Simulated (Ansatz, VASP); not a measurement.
One calculation of W2C3, two programs

```
W C
1.0
     1.48075   -2.61475    0.00000
     1.48075    2.61475    0.00000
     0.00000    0.00000   12.89861
W C
4 6
Cartesian
  1.4808 1.3060 8.2620
  1.4808 1.3060 11.0859
  1.4808 -1.3060 4.6366
  1.4808 -1.3060 1.8127
  1.4808 2.1610 5.9131
  1.4808 -2.1610 6.9855
  1.4808 -2.1357 9.6740
  1.4808 -2.1610 12.3624
  1.4808 2.1610 0.5362
  1.4808 2.1357 3.2247
```

Change from the starting cell: the structure that the rattled cell fell into.

Alike in both runs: functional PBE; k mesh 12 × 12 × 4; occupations gaussian, width 0.1 eV; no spin polarisation.

Ansatz relaxed the structure, and its values are those at the end. VASP's run is a single point on that final structure, the one shown.

```csv
,VASP,Ansatz
version,VASP 6.6.1,Ansatz 0.2.0
potentials or method,"VASP PAW PBE potentials, release 64 (W_sv, C), cutoff 520 eV","scalar-relativistic, plane waves, PAW"
valence electrons in the cell,80,80
```

|  | VASP | Ansatz | Ansatz less VASP |
| --- | --- | --- | --- |
| gap on the k mesh at the Fermi level (eV) | none | none | - |
| pressure (GPa) | 1.0 | 0.0 | -0.96 |
| rms of the force components (eV/Å) | 0.016 | 0.002 | -0.0137 |

A gap of «none» marks a metal or a gap that the smearing closes. With one functional, cell and mesh, what is left measures potentials, basis and numerics.

Spin-orbit coupling is off throughout.
